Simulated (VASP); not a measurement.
A run of VASP 6.6.1 is set up as follows.

INCAR

```
SYSTEM = Au
ALGO = Fast
EDIFF = 1E-7
ENCUT = 520
GGA = PS
ISIF = 2
ISMEAR = 0
LASPH = .TRUE.
LCHARG = .TRUE.
LELF = .TRUE.
LREAL = .FALSE.
LVHAR = .TRUE.
LWAVE = .FALSE.
NBANDS = 18
NELM = 100
PREC = Accurate
SIGMA = 0.15
```

Contents of KPOINTS:

```
k-points
0
G
  18 18 10
  0 0 0
```

Contents of POSCAR:

```
Au
1.0
    3.0449983310      0.0000000000      0.0000000000
   -1.5224991655      2.6370459091      0.0000000000
    0.0000000000      0.0000000000      4.6360000000
Au
2
Direct
    0.3333333333      0.6666666667      0.7500000000
    0.6666666667      0.3333333333      0.2500000000
```

Potentials or basis: VASP PAW PBE potentials, release 64 (Au).

Launch:

```console
$ cat potpaw_PBE.64/Au/POTCAR > POTCAR
$ mpirun -np 1 vasp_std > vasp.out
```

(1) Predict the band gap on the k mesh.

(2) Estimate the pressure.

## Answers

(1) zero (band 11 reaches 11.56 eV, above the bottom of band 12 at 5.42 eV).

(2) -11.1 GPa.

Caveat: the cell differs from its parent crystal (strain +0.050 along x and y, -0.050 along z); the PAW data sets were made with another functional, which shifts forces and pressure a little; spin-orbit coupling is left out, which moves the levels of the heavy elements.
